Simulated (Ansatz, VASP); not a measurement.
**One calculation of SiC2, two programs**

Contents of POSCAR:

```
SiC2
1.0
    2.4649100000      0.0000000000      0.0000000000
   -1.2324500000      2.1346700000      0.0000000000
    0.0000000000      0.0000000000      7.1274500000
Si C
1 2
Direct
    0.0000000000      0.0000000000      0.0000000000
    0.3333300000      0.6666700000      0.5000000000
    0.6666700000      0.3333300000      0.5000000000
```

File INCAR.step1:

```
PREC = Accurate ; ENCUT = 520
EDIFF = 1E-5 ; ISMEAR = -1
SIGMA = 0.05 ; LREAL = F
LASPH = T ; NELM = 100
ALGO = Normal ; ISIF = 2
LWAVE = T ; LCHARG = F
NBANDS = 13 ; GGA = PE
```

Contents of INCAR.step2:

```
PREC = Accurate ; ENCUT = 520
EDIFF = 1E-6 ; ISMEAR = -1
SIGMA = 0.05 ; LREAL = F
LASPH = T ; NELM = 100
ALGO = Normal ; ISIF = 2
LWAVE = F ; LCHARG = F
GGA = PE ; LHFCALC = T
AEXX = 0.05 ; HFSCREEN = 0.2
PRECFOCK = Normal ; NBANDS = 13
ISTART = 1
```

KPOINTS

```
Automatic mesh
0
Gamma
  6 6 2
```

Contents of input:

```
crystal:
  lattice:
    - [2.46491, 0.0, 0.0]
    - [-1.23245, 2.13467, 0.0]
    - [0.0, 0.0, 7.12745]
  atoms:
    - { symbol: Si, position: [0.0, 0.0, 0.0] }
    - { symbol: C, position: [0.33333, 0.66667, 0.5] }
    - { symbol: C, position: [0.66667, 0.33333, 0.5] }
hamiltonian:
  xc: { exchange: pbe, correlation: pbe, exx: { coeff: 0.05, omega: 0.2 } }
  pseudopotentials: { kind: paw }
kpoints:
  mp_grid: { grid: [6, 6, 2] }
scf:
  occupations: { method: fermi_dirac, width: 0.05 }
output:
  forces: true
  stress: true
  eigenvalues: true
```

Alike in both runs: task single point; functional PBE-based screened hybrid; k mesh 6 × 6 × 2; occupations fermi-dirac, width 0.05 eV; no spin polarisation.

|  | VASP | Ansatz |
| --- | --- | --- |
| version | VASP 6.6.1 | Ansatz 0.2.0 |
| potentials or method | VASP PAW PBE potentials, release 64 (Si, C) | Ansatz PAW |
| plane-wave cutoff (eV) | 520 | 420 |
| valence electrons in the cell | 12 | 12 |

```tsv
	VASP	Ansatz	Ansatz less VASP
gap on the k mesh at the Fermi level (eV)	none	none	-
pressure (GPa)	2.1	2.0	-0.15
traceless stress, the component that is largest in VASP (GPa)	0.70	0.92	+0.218
```

VASP's potentials were made for PBE, not for PBE-based screened hybrid. A gap of «none» marks a metal or a gap that the smearing closes.

The k mesh is coarse, so the values compare programs but aren't converged.
